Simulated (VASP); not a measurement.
# I (C2/m) in VASP: a series of runs

The runs below take I through single point, relaxation of cell and atoms, with PBEsol.

Everything below comes from runs of VASP 6.6.1. Logs are shortened: lines on timing, memory, paths and dates and some standing lists are left out, and cuts for length are marked.

## Step 1: The cell of the first run

Symmetry: C2/m, No. 12, monoclinic system. The conventional cell has a = 5.065 Å, b = 7.489 Å, c = 2.821 Å, α = 90.00°, β = 123.02°, γ = 90.00°. Within 3.7 Å of I (site symmetry 2/m) lie 2 I at 2.82 Å.

## Step 2: Single point, PBEsol (strained)

INCAR

```
SYSTEM = I
PREC = Accurate
ENCUT = 520
EDIFF = 1E-7
ISMEAR = 0
SIGMA = 0.1
LREAL = .FALSE.
LASPH = .TRUE.
NELM = 100
ALGO = Normal
ISIF = 2
LWAVE = .FALSE.
LCHARG = .FALSE.
GGA = PS
NBANDS = 10
```

KPOINTS

```
Automatic mesh
0
G
  12 12 18
  0 0 0
```

POSCAR

```
I
1.0
    2.5655830380     -3.7445437096      0.0296478880
    2.5655830380      3.7445437096      0.0296478880
   -1.6104556017      0.0000000000      2.3156869497
I
1
Direct
    0.5000000000      0.5000000000      0.5000000000
```

Potentials or basis: VASP PAW PBE potentials, release 64 (I).

The run is started by

```bash
$ cat potpaw_PBE.64/I/POTCAR > POTCAR
$ mpirun -np 1 vasp_std > vasp.out
```

OUTCAR:

```text
SYSTEM = I
   PREC = Accurate
   ENCUT = 520
   EDIFF = 1E-7
   ISMEAR = 0
   LREAL = .FALSE.
   LASPH = .TRUE.
   NELM = 100
   ISIF = 2
   GGA = PS

 ion  position               nearest neighbor table
   1  0.500  0.500  0.500-

  Warning from LATTYP: Got some problem with cell dimensions!
  Tried to take original basis but could not verify dimensions!
  LATTYP: Found a base centered monoclinic cell.
 ALAT       =     5.0647266147
 B/A-ratio  =     1.4786755513
 C/A-ratio  =     0.5569172250
 COS(beta)  =    -0.5450010463

  Lattice vectors:

 A1 = (  -0.9551274363,   3.7445437096,  -2.3453348377)
 A2 = (  -0.9551274363,  -3.7445437096,  -2.3453348377)
 A3 = (  -1.6104556017,   0.0000000000,   2.3156869497)

Analysis of symmetry for initial positions (statically):
=====================================================================
 Subroutine PRICEL returns:
 Original cell was already a primitive cell.

 Routine SETGRP: Setting up the symmetry group for a
 base centered monoclinic supercell.

 Subroutine GETGRP returns: Found  4 space group operations
 (whereof  4 operations were pure point group operations)
 out of a pool of  4 trial point group operations.

The static configuration has the point symmetry C_2h.

Analysis of symmetry for dynamics (positions and initial velocities):
=====================================================================
 Subroutine PRICEL returns:
 Original cell was already a primitive cell.

 Routine SETGRP: Setting up the symmetry group for a
 base centered monoclinic supercell.

 Subroutine GETGRP returns: Found  4 space group operations
 (whereof  4 operations were pure point group operations)
 out of a pool of  4 trial point group operations.

The dynamic configuration has the point symmetry C_2h.

 Subroutine INISYM returns: Found  4 space group operations
 (whereof  4 operations are pure point group operations),
 and found     1 'primitive' translations

----------------------------------------------------------------------------------------

                                     Primitive cell

  volume of cell :      44.8509

  direct lattice vectors                    reciprocal lattice vectors
     2.565583038 -3.744543710  0.029647888     0.193333714 -0.133527617  0.134454859
     2.565583038  3.744543710  0.029647888     0.193333714  0.133527617  0.134454859
    -1.610455602  0.000000000  2.315686950    -0.004950528  0.000000000  0.428394432

  length of vectors
     4.539240346  4.539240346  2.820633492     0.270713241  0.270713241  0.428423035

  position of ions in fractional coordinates (direct lattice)
     0.500000000  0.500000000  0.500000000

  ion indices of the primitive-cell ions
   primitive index   ion index
                 1           1

----------------------------------------------------------------------------------------

 KPOINTS: Automatic mesh

Automatic generation of k-mesh.
 Grid dimensions read from file:
 generate k-points for:   12   12   18

 Generating k-lattice:

  Cartesian coordinates                     Fractional coordinates (reciprocal lattice)
     0.016111143 -0.011127301  0.011204572     0.083333333 -0.000000000  0.000000000
     0.016111143  0.011127301  0.011204572    -0.000000000  0.083333333  0.000000000
    -0.000275029  0.000000000  0.023799691     0.000000000  0.000000000  0.055555556

  Length of vectors
     0.022559437  0.022559437  0.023801280

  Shift w.r.t. Gamma in fractional coordinates (k-lattice)
     0.000000000  0.000000000  0.000000000

 Subroutine IBZKPT returns following result:
 ===========================================

 Found    710 irreducible k-points:

 Following reciprocal coordinates:
            Coordinates               Weight
  0.000000  0.000000  0.000000      1.000000
  0.083333  0.000000 -0.000000      4.000000
  0.166667  0.000000 -0.000000      4.000000
  0.250000  0.000000 -0.000000      4.000000
  0.333333  0.000000 -0.000000      4.000000
  0.416667  0.000000 -0.000000      4.000000
[... 16 lines left out ...]
  0.500000  0.166667  0.000000      4.000000
 -0.416667  0.166667  0.000000      4.000000
 [... further k-points ...]
   k-points           NKPTS =    710   k-points in BZ     NKDIM =    710   number of bands    NBANDS=     10
   number of dos      NEDOS =    301   number of ions     NIONS =      1
   total plane-waves  NPLWV =  31104
   dimension x,y,z NGX =    36 NGY =   36 NGZ =   24
   dimension x,y,z NGXF=    72 NGYF=   72 NGZF=   48
   ions per type =               1
   NGX,Y,Z   is equivalent  to a cutoff of  13.18, 13.18, 14.15 a.u.
   NGXF,Y,Z  is equivalent  to a cutoff of  26.37, 26.37, 28.29 a.u.
 SYSTEM =  I
   PREC   = accura    normal or accurate (medium, high low for compatibility)
   ISTART =      0    job   : 0-new  1-cont  2-samecut
   ICHARG =      2    charge: 1-file 2-atom 10-const
   ISPIN  =      1    spin polarized calculation?
   LNONCOLLINEAR =      F non collinear calculations
   LSORBIT =      F    spin-orbit coupling
   LASPH  =      T    aspherical Exc in radial PAW
   ENCUT  =  520.0 eV  38.22 Ry    6.18 a.u.   8.44  8.44  5.24*2*pi/ulx,y,z
   NELM   =    100;   NELMIN=  2; NELMDL= -5     # of ELM steps
   EDIFF  = 0.1E-06   stopping-criterion for ELM
   LREAL  =      F    real-space projection
   EDIFFG = 0.1E-05   stopping-criterion for IOM
   NSW    =      0    number of steps for IOM
   IBRION =     -1    ionic relax: 0-MD 1-quasi-New 2-CG
   NFREE  =      0    steps in history (QN), initial steepest desc. (CG)
   ISIF   =      2    stress and relaxation
   ISYM   =      2    0-nonsym 1-usesym 2-fastsym
   POTIM  = 0.5000    time-step for ionic-motion
   TEBEG  =    0.0;   TEEND  =   0.0 temperature during run
   PSTRESS=    0.0 pullay stress
   NELECT =       7.0000    total number of electrons
   NUPDOWN=      -1.0000    fix difference up-down
   EMIN   =  10.00;   EMAX   =-10.00  energy-range for DOS
   EFERMI =   0.00;   METHOD = LEGACY
   ISMEAR =     0;   SIGMA  =   0.10  broadening in eV -4-tet -1-fermi 0-gaus
   EFERMI_NEDOS =   21; number of points for ismear=-14 and -15
   IALGO  =     38    algorithm
   IMIX   =      4    mixing-type and parameters
     AMIX     =   0.40;   BMIX     =  1.00
     AMIX_MAG =   1.60;   BMIX_MAG =  1.00
  volume/ion in A,a.u.               =      44.85       302.67
  Fermi-wavevector in a.u.,A,eV,Ry     =   0.881422  1.665646 10.570426  0.776904
  Thomas-Fermi vector in A             =   2.001916
   LORBIT       =      0    0 simple, 1 ext, 2 COOP (PROOUT), +10 PAW based schemes
   GGA     = PS    functional components
   LHFCALC =     F    Hartree Fock is set to
   AEXX    =    0.0000 exact exchange contribution
   IVDW    =     0    specifies the selected vdW correction
   LEPSILON=     F    determine dielectric tensor
   LRPA    =     F    only Hartree local field effects (RPA)
 non-spin polarized calculation
 Gauss-broadening in eV      SIGMA  =   0.10
  energy-cutoff  :      520.00
  volume of cell :       44.85
 maximum number of plane-waves:      1227
 NGX is ok and might be reduce to    36
   NGX = 17   NGY = 17   NGZ = 11

 number of electron       6.9999999 magnetization

 Free energy of the ion-electron system (eV)
  ---------------------------------------------------
  ext. energy  EPLUGINS =         0.00000000
  ---------------------------------------------------
  free energy    TOTEN  =        -1.62075957 eV

  energy without entropy =       -1.61470397  energy(sigma->0) =       -1.61773177

 E-fermi :   1.9636     XC(G=0):  -7.8995

 val. band max:        1.9611562824   @ k =  -0.3333   0.5000   0.4444
 cond. band min:       1.9645019588   @ k =  -0.2500   0.5000   0.4444
 fundamental gap:      0.0033456764
 Fermi energy:         1.9635812518

 k-point     1 :       0.0000    0.0000    0.0000
  band No.  band energies     occupation
      1     -11.6638      2.00000
      2       0.3289      2.00000
      3       0.3326      2.00000
      4       6.0827      0.00000
      5       6.6426      0.00000
      6       9.6730      0.00000
      7       9.9493      0.00000
      8      12.4487      0.00000
      9      13.2413      0.00000
     10      18.2806      0.00000

 k-point     2 :       0.0833    0.0000   -0.0000
  band No.  band energies     occupation
      1     -11.6476      2.00000
      2       0.1513      2.00000
      3       0.2954      2.00000
      4       6.3463      0.00000
      5       6.6435      0.00000
      6       9.5253      0.00000
      7       9.9327      0.00000
      8      13.0284      0.00000
      9      13.2415      0.00000
     10      18.3443      0.00000

 k-point     3 :       0.1667    0.0000   -0.0000
  band No.  band energies     occupation
      1     -11.6029      2.00000
      2      -0.2849      2.00000
      3       0.2047      2.00000
      4       6.6457      0.00000
      5       6.9540      0.00000
      6       9.0811      0.00000
      7      10.4071      0.00000
      8      13.2317      0.00000
      9      14.3154      0.00000
     10      18.5063      0.00000

 k-point     4 :       0.2500    0.0000   -0.0000
  band No.  band energies     occupation
      1     -11.5401      2.00000
      2      -0.7910      2.00000
      3       0.0869      2.00000
      4       6.6489      0.00000
      5       7.3268      0.00000
      6       9.2369      0.00000
      7      11.1936      0.00000
      8      13.2182      0.00000
      9      15.9279      0.00000
     10      18.5933      0.00000
[... 222 lines left out ...]
 k-point    22 :       0.4167    0.1667   -0.0000
  band No.  band energies     occupation
      1     -11.3959      2.00000
      2      -1.4949      2.00000
      3      -0.4949      2.00000
      4       6.6319      0.00000
      5       7.8314      0.00000
      6      11.1035      0.00000
      7      12.4881      0.00000
      8      14.3075      0.00000
      9      15.8160      0.00000
     10      17.9666      0.00000

 k-point    23 :       0.5000    0.1667    0.0000
  band No.  band energies     occupation
      1     -11.4144      2.00000
      2      -1.3955      2.00000
      3      -0.4620      2.00000
      4       6.6070      0.00000
      5       7.9130      0.00000
      6      10.4416      0.00000
      7      12.6948      0.00000
      8      14.3495      0.00000
      9      15.3167      0.00000
     10      18.6263      0.00000

 k-point    24 :      -0.4167    0.1667    0.0000
  band No.  band energies     occupation
      1     -11.4588      2.00000
      2      -1.1752      2.00000
      3      -0.3245      2.00000
      4       6.5875      0.00000
      5       8.1145      0.00000
      6       9.2919      0.00000
      7      12.7718      0.00000
      8      13.3838      0.00000
      9      16.4313      0.00000
     10      18.1666      0.00000

 [... further k-points ...]
[... 5 lines left out ...]
  --------------------------------------------------------------------------------------
  -------------------------------------------------------------------------------------
  Total        0.3379000     -0.1035041      1.1089881      0.0000000      0.0000000     -1.0469296
  in kB       12.0705654     -3.6974053     39.6156083      0.0000000      0.0000000    -37.3987358
  external PRESSURE =      15.9962561 kB  Pullay stress =       0.0000000 kB

 VOLUME and BASIS-vectors are now :
 -----------------------------------------------------------------------------
  energy-cutoff  :      520.00
  volume of cell :       44.85
      direct lattice vectors                 reciprocal lattice vectors
     2.565583038 -3.744543710  0.029647888     0.193333714 -0.133527617  0.134454859
     2.565583038  3.744543710  0.029647888     0.193333714  0.133527617  0.134454859
    -1.610455602  0.000000000  2.315686950    -0.004950528  0.000000000  0.428394432

 POSITION                                       TOTAL-FORCE (eV/Angst)
 -----------------------------------------------------------------------------------
      1.76036      0.00000      1.18749        -0.000000      0.000000      0.000000
 -----------------------------------------------------------------------------------
    total drift:                                0.000000      0.000000      0.000000

  FREE ENERGIE OF THE ION-ELECTRON SYSTEM (eV)
  ---------------------------------------------------
  free  energy   TOTEN  =        -1.6207595720 eV

  energy  without entropy=       -1.6147039733  energy(sigma->0) =       -1.61773177
```

Wall time 86 s (1 thread of Intel Xeon 6975P-C (Granite Rapids), shared host); peak memory 0.41 GiB.

Results:

| Property | Result |
| --- | --- |
| Free energy | -1.6208 eV |
| Pressure | 1.6 GPa |

Caveat: the cell differs from its parent crystal (strained); the PAW data sets were made with another functional, which shifts forces and pressure a little; spin-orbit coupling is left out, which moves the levels of the heavy elements; an odd number of electrons without spin polarisation forces a metal; a magnetic or distorted state may lie lower.

## Step 3: Single point, PBEsol

This run uses another cell than the first one, of 39.78 Å³/atom, 0.887 times its volume.

INCAR

```
  ALGO = Normal
  EDIFF = 1E-6
  ENCUT = 520
  GGA = PS
  ISIF = 2
  ISMEAR = 0
  LASPH = T
  LCHARG = T
  LELF = T
  LREAL = F
  LVHAR = T
  LWAVE = F
  NBANDS = 10
  NELM = 100
  PREC = Accurate
  SIGMA = 0.1
```

KPOINTS

```
k-points
0
Gamma
  12 12 18
```

POSCAR

```
I
1.0
    2.3648888675     -3.6833429493     -0.1625419801
    2.3648888675      3.6833429493     -0.1625419801
   -1.6625851028      0.0000000000      2.3978269827
I
1
Direct
    0.5000000000      0.5000000000      0.5000000000
```

Potentials or basis: VASP PAW PBE potentials, release 64 (I).

The run is started by

```bash
$ cat potpaw_PBE.64/I/POTCAR > POTCAR
$ mpirun -np 1 vasp_std > vasp.out
```

OUTCAR:

```text
EDIFF = 1E-6
   ENCUT = 520
   GGA = PS
   ISIF = 2
   ISMEAR = 0
   LASPH = T
   LREAL = F
   NELM = 100
   PREC = Accurate

 ion  position               nearest neighbor table
   1  0.500  0.500  0.500-

  Warning from LATTYP: Got some problem with cell dimensions!
  Tried to take original basis but could not verify dimensions!
  LATTYP: Found a base centered monoclinic cell.
 ALAT       =     4.6860344091
 B/A-ratio  =     1.5720511749
 C/A-ratio  =     0.6226662360
 COS(beta)  =    -0.6132031408

  Lattice vectors:

 A1 = (  -0.7023037647,   3.6833429493,  -2.2352850026)
 A2 = (  -0.7023037647,  -3.6833429493,  -2.2352850026)
 A3 = (  -1.6625851028,   0.0000000000,   2.3978269827)

Analysis of symmetry for initial positions (statically):
=====================================================================
 Subroutine PRICEL returns:
 Original cell was already a primitive cell.

 Routine SETGRP: Setting up the symmetry group for a
 base centered monoclinic supercell.

 Subroutine GETGRP returns: Found  4 space group operations
 (whereof  4 operations were pure point group operations)
 out of a pool of  4 trial point group operations.

The static configuration has the point symmetry C_2h.

Analysis of symmetry for dynamics (positions and initial velocities):
=====================================================================
 Subroutine PRICEL returns:
 Original cell was already a primitive cell.

 Routine SETGRP: Setting up the symmetry group for a
 base centered monoclinic supercell.

 Subroutine GETGRP returns: Found  4 space group operations
 (whereof  4 operations were pure point group operations)
 out of a pool of  4 trial point group operations.

The dynamic configuration has the point symmetry C_2h.

 Subroutine INISYM returns: Found  4 space group operations
 (whereof  4 operations are pure point group operations),
 and found     1 'primitive' translations

----------------------------------------------------------------------------------------

                                     Primitive cell

[... 110 lines left out ...]
  Fermi-wavevector in a.u.,A,eV,Ry     =   0.917366  1.733571 11.450127  0.841561
  Thomas-Fermi vector in A             =   2.042327
   LORBIT       =      0    0 simple, 1 ext, 2 COOP (PROOUT), +10 PAW based schemes
   GGA     = PS    functional components
   LHFCALC =     F    Hartree Fock is set to
   AEXX    =    0.0000 exact exchange contribution
   IVDW    =     0    specifies the selected vdW correction
   LEPSILON=     F    determine dielectric tensor
   LRPA    =     F    only Hartree local field effects (RPA)
 non-spin polarized calculation
 Gauss-broadening in eV      SIGMA  =   0.10
  energy-cutoff  :      520.00
  volume of cell :       39.78
 maximum number of plane-waves:      1090
 NGX is ok and might be reduce to    36
   NGX = 17   NGY = 17   NGZ = 11

 number of electron       7.0000000 magnetization

 Free energy of the ion-electron system (eV)
  ---------------------------------------------------
  ext. energy  EPLUGINS =         0.00000000
  ---------------------------------------------------
  free energy    TOTEN  =        -1.69249594 eV

  energy without entropy =       -1.69048196  energy(sigma->0) =       -1.69148895

 E-fermi :   3.2105     XC(G=0):  -8.5219

 val. band max:        3.1919851617   @ k =  -0.4167   0.1667   0.3333
 cond. band min:       3.2133563977   @ k =  -0.0833  -0.2500   0.2778
 fundamental gap:      0.0213712360
 Fermi energy:         3.2104914334

 k-point     1 :       0.0000    0.0000    0.0000
  band No.  band energies     occupation
      1     -10.6112      2.00000
      2       1.7404      2.00000
      3       2.4199      2.00000
      4       6.6824      0.00000
      5       7.6991      0.00000
      6      10.5429      0.00000
      7      12.6632      0.00000
      8      13.4065      0.00000
      9      14.2558      0.00000
     10      18.1954      0.00000
[... 287 lines left out ...]
 k-point    24 :      -0.4167    0.1667   -0.0000
  band No.  band energies     occupation
      1     -10.1925      2.00000
      2      -0.1111      2.00000
      3       0.8098      2.00000
      4       6.6883      0.00000
      5       9.6330      0.00000
      6      12.1517      0.00000
      7      13.2609      0.00000
      8      15.0207      0.00000
      9      18.3854      0.00000
     10      19.1207      0.00000

 [... further k-points ...]
[... 5 lines left out ...]
  --------------------------------------------------------------------------------------
  -------------------------------------------------------------------------------------
  Total       -0.0016815      0.0042360     -0.0145890      0.0000000      0.0000000      0.0173006
  in kB       -0.0677208      0.1705972     -0.5875475      0.0000000      0.0000000      0.6967514
  external PRESSURE =      -0.1615570 kB  Pullay stress =       0.0000000 kB

 VOLUME and BASIS-vectors are now :
 -----------------------------------------------------------------------------
  energy-cutoff  :      520.00
  volume of cell :       39.78
      direct lattice vectors                 reciprocal lattice vectors
     2.364888867 -3.683342949 -0.162541980     0.222006444 -0.135746252  0.153932961
     2.364888867  3.683342949 -0.162541980     0.222006444  0.135746252  0.153932961
    -1.662585103  0.000000000  2.397826983     0.030098391  0.000000000  0.437913638

 POSITION                                       TOTAL-FORCE (eV/Angst)
 -----------------------------------------------------------------------------------
      1.53360      0.00000      1.03637         0.000000      0.000000      0.000000
 -----------------------------------------------------------------------------------
    total drift:                                0.000000      0.000000      0.000000

  FREE ENERGIE OF THE ION-ELECTRON SYSTEM (eV)
  ---------------------------------------------------
  free  energy   TOTEN  =        -1.6924959440 eV

  energy  without entropy=       -1.6904819614  energy(sigma->0) =       -1.69148895
```

It took 3.4 min on 1 thread of Intel Xeon Platinum 8124M at 3.00GHz (Skylake/Cascade Lake), shared host; peak memory 0.39 GiB.

What came out:

* Free energy: -1.6925 eV
* Pressure: 0.0 GPa

Levels at points of the mesh, in eV from the Fermi level:
```tsv
k point	band 1	band 2	band 3	band 4	band 5	band 6	band 7	band 8
(0.00, 0.00, 0.00)	-13.82	-1.47	-0.79	3.47	4.49	7.33	9.45	10.20
(0.50, 0.00, 0.00)	-13.19	-4.31	-2.04	3.68	4.73	10.35	11.55	13.28
(0.50, 0.50, 0.00)	-13.48	-3.99	-1.20	3.21	5.41	9.26	11.21	13.78
(0.00, 0.00, 0.50)	-10.66	-5.27	-1.89	-0.27	4.38	6.00	11.22	11.32
(0.50, 0.00, 0.50)	-11.14	-5.73	-0.67	0.91	5.36	9.06	9.39	10.15
(0.50, 0.50, 0.50)	-10.67	-5.28	-1.88	-0.21	4.39	6.12	11.11	11.26
```

Caveat: the PAW data sets were made with another functional, which shifts forces and pressure a little; spin-orbit coupling is left out, which moves the levels of the heavy elements; an odd number of electrons without spin polarisation forces a metal; a magnetic or distorted state may lie lower.

[end of part 1 of 2]
